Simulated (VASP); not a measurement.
Input of a VASP 6.6.1 run:

File POSCAR:

```
CaO
1.0
    0.0000000000      2.3975501144      2.3723758382
    2.3975501144      0.0000000000      2.3723758382
    2.3975501144      2.3975501144      0.0000000000
Ca O
1 1
Direct
    0.0000000000      0.0000000000      0.0000000000
    0.5000000000      0.5000000000      0.5000000000
```

File INCAR.step1:

```
PREC = Accurate
ENCUT = 910
ISMEAR = 0
SIGMA = 0.01
LREAL = False
LASPH = True
NELM = 120
NBANDS = 15
GGA = PE
ALGO = Normal
EDIFF = 1E-5
LWAVE = True
LCHARG = False
GGA_COMPAT = False
```

Contents of INCAR.step2:

```
PREC = Accurate
ENCUT = 910
EDIFF = 1E-6
ISMEAR = 0
SIGMA = 0.01
LREAL = False
LASPH = True
NELM = 120
ALGO = Normal
ISIF = 2
LWAVE = False
LCHARG = False
METAGGA = R2SCAN
LMIXTAU = True
NBANDS = 15
ISTART = 1
GGA_COMPAT = False
```

File KPOINTS:

```
Automatic mesh
0
Gamma
  10 10 10
```

Potentials or basis: VASP PAW PBE potentials, release 64 (Ca_sv, O_h).

Launch:

```sh
$ cat potpaw_PBE.64/Ca_sv/POTCAR potpaw_PBE.64/O_h/POTCAR > POTCAR
$ cp INCAR.step1 INCAR
$ mpirun -np 1 vasp_std > vasp.out
$ cp INCAR.step2 INCAR
$ mpirun -np 1 vasp_std > vasp.out
```

Problem. What does it give for the band gap on the k mesh?

Solution. 4.14 eV (least direct gap 4.55 eV).

Problem. Predict the pressure.

Solution. 2.2 GPa.

Stress tensor (GPa, compression positive):
```
1.54 0.00 0.00
0.00 1.54 0.00
0.00 0.00 3.63
```

Caveat: the cell differs from its parent crystal (uniaxial z strain -1.1%); the PAW data sets were made with another functional, which shifts forces and pressure a little. A k mesh can miss the band edges.
